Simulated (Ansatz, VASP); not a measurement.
# MoS2: VASP beside Ansatz

```
Mo S
1.0
     3.22746    0.00000    0.00000
    -1.61373    2.79507    0.00000
     0.00000    0.00000    6.31247
Mo S
1 2
Direct
  0.00000 0.00000 0.50000
  0.66667 0.33333 0.74468
  0.33333 0.66667 0.25532
```

Alike in both runs: task single point; functional PBE; k mesh 3 × 3 × 2; occupations fermi-dirac, width 0.05 eV; no spin polarisation.

|  | VASP | Ansatz |
| --- | --- | --- |
| version | VASP 6.6.1 | Ansatz 0.2.0 |
| potentials or method | VASP PAW PBE potentials, release 64 (Mo_sv, S) | Ansatz PAW |
| plane-wave cutoff (eV) | 520 | 420 |
| valence electrons in the cell | 26 | 26 |

```csv
,VASP,Ansatz,Ansatz less VASP
gap on the k mesh at the Fermi level (eV),none,none,-
pressure (GPa),1.3,1.4,+0.08
"traceless stress, the component that is largest in VASP (GPa)",-0.62,-0.61,+0.006
rms of the force components (eV/Å),0.090,0.085,-0.0058
```

Atom by atom the forces differ by 0.006 eV/Å (rms over components). A gap of «none» marks a metal or a gap that the smearing closes.

The k mesh is coarse, so the values compare programs but aren't converged.
